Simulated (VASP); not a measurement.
# Al2SiO (P4/mmm) in VASP: relaxation of cell and atoms with PBE

Aim: the relaxation of cell and atoms of Al2SiO with PBE.

Everything below comes from runs of VASP 6.6.1. Logs are shortened: lines on timing, memory, paths and dates and some standing lists are left out, and cuts for length are marked.

### Step 1. The cell of the first run

Symmetry: P4/mmm, No. 123, tetragonal system. Conventional cell: a = 3.310 Å, b = 3.310 Å, c = 4.831 Å, α = 90.00°, β = 90.00°, γ = 90.00°. Al (site symmetry 4mm) has 1 Si at 1.51 Å and 1 Al at 1.80 Å within 2.0 Å. Si (site symmetry 4/mmm) has 2 Al at 1.51 Å within 2.0 Å. O (site symmetry 4/mmm) has 8 Al at 2.51 Å and 4 O at 3.31 Å and 8 Si at 3.36 Å within 3.4 Å.

The cell was built from a structure type or drawn by symmetry, and may not be a known phase.

### Step 2. Relaxation of cell and atoms, PBE

Contents of INCAR:

```
SYSTEM = Al2SiO
ALGO = Normal
EDIFF = 1E-7
EDIFFG = -0.04
ENCUT = 910
GGA = PE
GGA_COMPAT = .False.
IBRION = 2
ISIF = 3
ISMEAR = 0
LASPH = .True.
LCHARG = .False.
LREAL = .False.
LWAVE = .False.
NELM = 120
NELMIN = 4
NSW = 90
PREC = Accurate
SIGMA = 0.1
```

Contents of KPOINTS:

```
k-points
0
Gamma
  6 6 4
  0 0 0
```

Contents of POSCAR:

```
Al2SiO
1.0
    3.3096170300      0.0000000000      0.0000000000
    0.0000000000      3.3096170300      0.0000000000
    0.0000000000      0.0000000000      4.8308597200
Al Si O
2 1 1
Direct
    0.5000000000      0.5000000000      0.6865026500
    0.5000000000      0.5000000000      0.3134973500
    0.5000000000      0.5000000000      0.0000000000
    0.0000000000      0.0000000000      0.5000000000
```

Potentials or basis: VASP PAW PBE potentials, release 64 (Al, Si, O_h).

On the command line:

```sh
$ cat potpaw_PBE.64/Al/POTCAR potpaw_PBE.64/Si/POTCAR potpaw_PBE.64/O_h/POTCAR > POTCAR
$ mpirun -np 1 vasp_std > vasp.out
```

OUTCAR:

```text
SYSTEM = Al2SiO
   EDIFF = 1E-7
   EDIFFG = -0.04
   ENCUT = 910
   GGA = PE
   IBRION = 2
   ISIF = 3
   ISMEAR = 0
   LASPH = .True.
   LREAL = .False.
   NELM = 120
   NELMIN = 4
   NSW = 90
   PREC = Accurate

 ion  position               nearest neighbor table
   1  0.500  0.500  0.687-   3 1.51   2 1.80   2 3.03
   2  0.500  0.500  0.313-   3 1.51   1 1.80   1 3.03
   3  0.500  0.500  0.000-   1 1.51   2 1.51
   4  0.000  0.000  0.500-

 -----------------------------------------------------------------------------
|                                                                             |
|           W    W    AA    RRRRR   N    N  II  N    N   GGGG   !!!           |
|           W    W   A  A   R    R  NN   N  II  NN   N  G    G  !!!           |
|           W    W  A    A  R    R  N N  N  II  N N  N  G       !!!           |
|           W WW W  AAAAAA  RRRRR   N  N N  II  N  N N  G  GGG   !            |
|           WW  WW  A    A  R   R   N   NN  II  N   NN  G    G                |
|           W    W  A    A  R    R  N    N  II  N    N   GGGG   !!!           |
|                                                                             |
|     The distance between some ions is very small. Please check the          |
|     nearest-neighbor list in the OUTCAR file.                               |
|     I HOPE YOU KNOW WHAT YOU ARE DOING!                                     |
|                                                                             |
 -----------------------------------------------------------------------------

  LATTYP: Found a simple tetragonal cell.
 ALAT       =     3.3096170300
 C/A-ratio  =     1.4596431177

  Lattice vectors:

 A1 = (   3.3096170300,   0.0000000000,   0.0000000000)
 A2 = (   0.0000000000,   3.3096170300,   0.0000000000)
 A3 = (   0.0000000000,   0.0000000000,   4.8308597200)

Analysis of symmetry for initial positions (statically):
=====================================================================
 Subroutine PRICEL returns:
 Original cell was already a primitive cell.

 Routine SETGRP: Setting up the symmetry group for a
 simple tetragonal supercell.

 Subroutine GETGRP returns: Found 16 space group operations
 (whereof 16 operations were pure point group operations)
 out of a pool of 16 trial point group operations.

The static configuration has the point symmetry D_4h.

Analysis of symmetry for dynamics (positions and initial velocities):
=====================================================================
 Subroutine PRICEL returns:
 Original cell was already a primitive cell.

 Routine SETGRP: Setting up the symmetry group for a
 simple tetragonal supercell.

 Subroutine GETGRP returns: Found 16 space group operations
 (whereof 16 operations were pure point group operations)
 out of a pool of 16 trial point group operations.

The dynamic configuration has the point symmetry D_4h.

 Subroutine INISYM returns: Found 16 space group operations
 (whereof 16 operations are pure point group operations),
 and found     1 'primitive' translations

----------------------------------------------------------------------------------------

                                     Primitive cell

  volume of cell :      52.9151

  direct lattice vectors                    reciprocal lattice vectors
     3.309617030  0.000000000  0.000000000     0.302149763  0.000000000  0.000000000
     0.000000000  3.309617030  0.000000000     0.000000000  0.302149763  0.000000000
     0.000000000  0.000000000  4.830859720     0.000000000  0.000000000  0.207002492

  length of vectors
     3.309617030  3.309617030  4.830859720     0.302149763  0.302149763  0.207002492

  position of ions in fractional coordinates (direct lattice)
     0.500000000  0.500000000  0.686502650
     0.500000000  0.500000000  0.313497350
     0.500000000  0.500000000  0.000000000
     0.000000000  0.000000000  0.500000000

  ion indices of the primitive-cell ions
   primitive index   ion index
                 1           1
                 2           2
                 3           3
                 4           4

----------------------------------------------------------------------------------------

 KPOINTS: k-points

Automatic generation of k-mesh.
 Grid dimensions read from file:
 generate k-points for:    6    6    4

 Generating k-lattice:

  Cartesian coordinates                     Fractional coordinates (reciprocal lattice)
     0.050358294  0.000000000  0.000000000     0.166666667  0.000000000  0.000000000
     0.000000000  0.050358294  0.000000000     0.000000000  0.166666667  0.000000000
     0.000000000  0.000000000  0.051750623     0.000000000  0.000000000  0.250000000

  Length of vectors
     0.050358294  0.050358294  0.051750623

  Shift w.r.t. Gamma in fractional coordinates (k-lattice)
     0.000000000  0.000000000  0.000000000

 Subroutine IBZKPT returns following result:
 ===========================================

 Found     30 irreducible k-points:

 Following reciprocal coordinates:
            Coordinates               Weight
  0.000000  0.000000  0.000000      1.000000
  0.166667  0.000000  0.000000      4.000000
  0.333333  0.000000  0.000000      4.000000
  0.500000  0.000000  0.000000      2.000000
  0.166667  0.166667  0.000000      4.000000
  0.333333  0.166667  0.000000      8.000000
[... 16 lines left out ...]
  0.333333  0.000000  0.500000      4.000000
  0.500000  0.000000  0.500000      2.000000
 [... further k-points ...]
   k-points           NKPTS =     30   k-points in BZ     NKDIM =     30   number of bands    NBANDS=     12
   number of dos      NEDOS =    301   number of ions     NIONS =      4
   total plane-waves  NPLWV =  62208
   dimension x,y,z NGX =    36 NGY =   36 NGZ =   48
   dimension x,y,z NGXF=    72 NGYF=   72 NGZF=   96
   ions per type =               2   1   1
   NGX,Y,Z   is equivalent  to a cutoff of  18.08, 18.08, 16.52 a.u.
   NGXF,Y,Z  is equivalent  to a cutoff of  36.17, 36.17, 33.04 a.u.
 SYSTEM =  Al2SiO
   PREC   = accura    normal or accurate (medium, high low for compatibility)
   ISTART =      0    job   : 0-new  1-cont  2-samecut
   ICHARG =      2    charge: 1-file 2-atom 10-const
   ISPIN  =      1    spin polarized calculation?
   LNONCOLLINEAR =      F non collinear calculations
   LSORBIT =      F    spin-orbit coupling
   LASPH  =      T    aspherical Exc in radial PAW
   ENCUT  =  910.0 eV  66.88 Ry    8.18 a.u.   8.14  8.14 11.88*2*pi/ulx,y,z
   NELM   =    120;   NELMIN=  4; NELMDL= -5     # of ELM steps
   EDIFF  = 0.1E-06   stopping-criterion for ELM
   LREAL  =      F    real-space projection
   EDIFFG = -.4E-01   stopping-criterion for IOM
   NSW    =     90    number of steps for IOM
   IBRION =      2    ionic relax: 0-MD 1-quasi-New 2-CG
   NFREE  =      1    steps in history (QN), initial steepest desc. (CG)
   ISIF   =      3    stress and relaxation
   ISYM   =      2    0-nonsym 1-usesym 2-fastsym
   POTIM  = 0.5000    time-step for ionic-motion
   TEBEG  =    0.0;   TEEND  =   0.0 temperature during run
   PSTRESS=    0.0 pullay stress
   NELECT =      16.0000    total number of electrons
   NUPDOWN=      -1.0000    fix difference up-down
   EMIN   =  10.00;   EMAX   =-10.00  energy-range for DOS
   EFERMI =   0.00;   METHOD = LEGACY
   ISMEAR =     0;   SIGMA  =   0.10  broadening in eV -4-tet -1-fermi 0-gaus
   EFERMI_NEDOS =   21; number of points for ismear=-14 and -15
   IALGO  =     38    algorithm
   IMIX   =      4    mixing-type and parameters
     AMIX     =   0.40;   BMIX     =  1.00
     AMIX_MAG =   1.60;   BMIX_MAG =  1.00
  volume/ion in A,a.u.               =      13.23        89.27
  Fermi-wavevector in a.u.,A,eV,Ry     =   1.098807  2.076445 16.427367  1.207377
  Thomas-Fermi vector in A             =   2.235191
   LORBIT       =      0    0 simple, 1 ext, 2 COOP (PROOUT), +10 PAW based schemes
   GGA     = PE    functional components
   LHFCALC =     F    Hartree Fock is set to
   AEXX    =    0.0000 exact exchange contribution
   IVDW    =     0    specifies the selected vdW correction
   LEPSILON=     F    determine dielectric tensor
   LRPA    =     F    only Hartree local field effects (RPA)
 conjugate gradient relaxation of ions
 non-spin polarized calculation
 Gauss-broadening in eV      SIGMA  =   0.10
  energy-cutoff  :      910.00
  volume of cell :       52.92
 maximum number of plane-waves:      3328
 NGX is ok and might be reduce to    36
   NGX = 17   NGY = 17   NGZ = 23

--------------------------------------- Ionic step        1  -------------------------------------------

 number of electron      16.0000002 magnetization

 Free energy of the ion-electron system (eV)
  ---------------------------------------------------
  ext. energy  EPLUGINS =         0.00000000
  ---------------------------------------------------
  free energy    TOTEN  =         8.14161027 eV

  energy without entropy =        8.15572874  energy(sigma->0) =        8.14866950

------------------------ aborting loop because EDIFF is reached ----------------------------------------

  FORCE on cell =-STRESS in cart. coord.  units (eV):
  Direction    XX          YY          ZZ          XY          YZ          ZX
  --------------------------------------------------------------------------------------
  -------------------------------------------------------------------------------------
  Total       -5.2663288     -5.2663288    150.8189298      0.0000000     -0.0000000      0.0000000
  in kB     -159.4551839   -159.4551839   4566.5322116      0.0000000     -0.0000000      0.0000000
  external PRESSURE =    1415.8739479 kB  Pullay stress =       0.0000000 kB
[... 1562 lines left out ...]
      1     -12.1009      2.00000
      2      -2.2227      2.00000
      3       1.6810      2.00000
      4       1.8759      2.00000
      5       4.1122      2.00000
      6       5.1743      2.00000
      7       6.2103      2.00000
      8       8.0061      2.00000
      9       9.3310      2.00000
     10      13.0399      0.00000
     11      13.5209      0.00000
     12      14.2759      0.00000

 [... further k-points ...]

[... ionic steps 4 to 23 ...]

--------------------------------------- Ionic step       24  -------------------------------------------

 number of electron      16.0000002 magnetization

------------------------ aborting loop because EDIFF is reached ----------------------------------------
[... 71 lines left out ...]
--------------------------------------- Ionic step       26  -------------------------------------------

 number of electron      16.0000001 magnetization

 Free energy of the ion-electron system (eV)
  ---------------------------------------------------
  ext. energy  EPLUGINS =         0.00000000
  ---------------------------------------------------
  free energy    TOTEN  =       -17.20666762 eV

  energy without entropy =      -17.19841457  energy(sigma->0) =      -17.20254109

 E-fermi :   8.4731     XC(G=0): -10.5661

 val. band max:        8.4570872688   @ k =   0.5000   0.1667   0.0000
 cond. band min:       8.4988317531   @ k =   0.1667   0.1667   0.5000
 fundamental gap:      0.0417444844
 Fermi energy:         8.4731069146
[... 391 lines left out ...]
  FREE ENERGIE OF THE ION-ELECTRON SYSTEM (eV)
  ---------------------------------------------------
  free  energy   TOTEN  =       -17.2066676162 eV

  energy  without entropy=      -17.1984145691  energy(sigma->0) =      -17.20254109

 reached required accuracy - stopping structural energy minimisation
```

It took 7.5 min on 1 thread of Intel Xeon 6975P-C (Granite Rapids), shared host; peak memory 0.28 GiB.

What came out:

- Free energy: -17.2067 eV
- Relaxed volume: 13.89 Å³/atom
- Relaxed cell: a = 2.731 Å, b = 2.731 Å, c = 7.448 Å, α = 90.00°, β = 90.00°, γ = 90.00°
- Space group after relaxing (to 0.1 Å): P4/mmm (No. 123)
- Pressure after relaxing: 0.2 GPa
- Largest force after relaxing: 0.022 eV/Å
- Band gap on the k mesh: zero (bands 8 and 9 overlap by 3.19 eV)

Forces in eV/Å, atoms in the order of the input:
```
Al   0.000  0.000 -0.022
Al   0.000  0.000  0.022
Si   0.000  0.000  0.000
O    0.000  0.000  0.000
```

Final structure:
```cif
data_structure
_symmetry_space_group_name_H-M 'P 1'
_symmetry_Int_Tables_number 1
_cell_length_a 2.7309
_cell_length_b 2.7309
_cell_length_c 7.4478
_cell_angle_alpha 90.000
_cell_angle_beta 90.000
_cell_angle_gamma 90.000
_cell_volume 55.55
loop_
_atom_site_label
_atom_site_type_symbol
_atom_site_fract_x
_atom_site_fract_y
_atom_site_fract_z
_atom_site_occupancy
Al1 Al 0.50000 0.50000 0.32265 1
Al2 Al 0.50000 0.50000 0.67736 1
Si1 Si 0.50000 0.50000 0.00000 1
O1 O 0.00000 0.00000 0.50000 1
```

Caveat: the cutoff is under 1.25 times the usual one of these potentials, so pressure, stress and relaxed cells hold a basis-set (Pulay) error; a cell axis changed by over 15 % at a fixed basis, so the end point is rough.
